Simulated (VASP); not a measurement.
## TaN: single point with PBEsol

The system is TaN.

```
Ta N
1.0
     5.15637    0.00000    0.00000
    -2.57818    4.46555    0.00000
     0.00000    0.00000    2.90653
Ta N
3 3
Direct
  0.00000 0.00000 0.00000
  0.33333 0.66667 0.50000
  0.66667 0.33333 0.50000
  0.50000 0.00000 0.00000
  0.00000 0.50000 0.00000
  0.50000 0.50000 0.00000
```

```
Program                : VASP 6.6.1
Task                   : single point
Functional             : PBEsol
Potentials or basis    : VASP PAW PBE potentials, release 64 (Ta_sv_GW, N)
Cutoff                 : 700 eV
k mesh                 : 6 × 6 × 9
Occupations            : gaussian, width 0.1 eV
Spin                   : no spin polarisation
Dipole correction      : no
Further INCAR settings : ALGO = Normal; EDIFF = 1e-06; NBANDS = 36
```

```yaml
Pressure: 5.1 GPa
Band_gap_on_the_k_mesh: zero (bands 27 and 28 overlap by 2.10 eV)
```

Stress tensor (GPa, compression positive):
```
5.06 0.00 0.00
0.00 5.06 0.00
0.00 0.00 5.29
```

Levels at points of the mesh, in eV from the Fermi level:
```
           k point  band 25  band 26  band 27  band 28  band 29  band 30
(0.00, 0.00, 0.00)    -2.34    -1.89    -1.12    -1.12     0.93     0.93
(0.50, 0.00, 0.00)    -2.71    -1.55    -0.51     1.55     2.01     2.03
```

Run time: 110 s on 1 thread of Intel(R) Xeon(R) 6975P-C (Granite Rapids), on a shared host, peak memory 0.31 GiB.

Caveat: the cell stands under pressure; the PAW data sets were made with another functional, which shifts forces and pressure a little; spin-orbit coupling is left out, which moves the levels of the heavy elements.
